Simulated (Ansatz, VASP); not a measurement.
NaGa2: VASP beside Ansatz

```
Na Ga
1.0
     4.50408    0.00000    0.00000
    -2.25204    3.90065    0.00000
     0.00000    0.00000    3.65740
Na Ga
1 2
Cartesian
  0.0000 0.0000 0.0000
  0.0000 2.6004 1.8287
  2.2520 1.3002 1.8287
```

Alike in both runs: functional PBE; k mesh 12 × 12 × 14; occupations gaussian, width 0.1 eV; no spin polarisation.

Ansatz relaxed the structure, and its values are those at the end. VASP's run is a single point on that final structure, the one shown.

|  | VASP | Ansatz |
| --- | --- | --- |
| version | VASP 6.6.1 | Ansatz 0.2.0 |
| potentials or method | VASP PAW PBE potentials, release 64 (Na_pv, Ga_d), cutoff 520 eV | scalar-relativistic, plane waves, PAW |
| valence electrons in the cell | 33 | 35 |

Ansatz gave:

```
gap on the k mesh at the Fermi level (eV) : none
pressure (GPa)                            : 0.0
```

Task: Which values does VASP return?

Result: gap on the k mesh at the Fermi level (eV): none; pressure (GPa): 0.1.

A gap of «none» marks a metal or a gap that the smearing closes. VASP's potentials hold 33 valence electrons a cell and Ansatz's 35, so a difference there can come from the potentials and not from the codes.
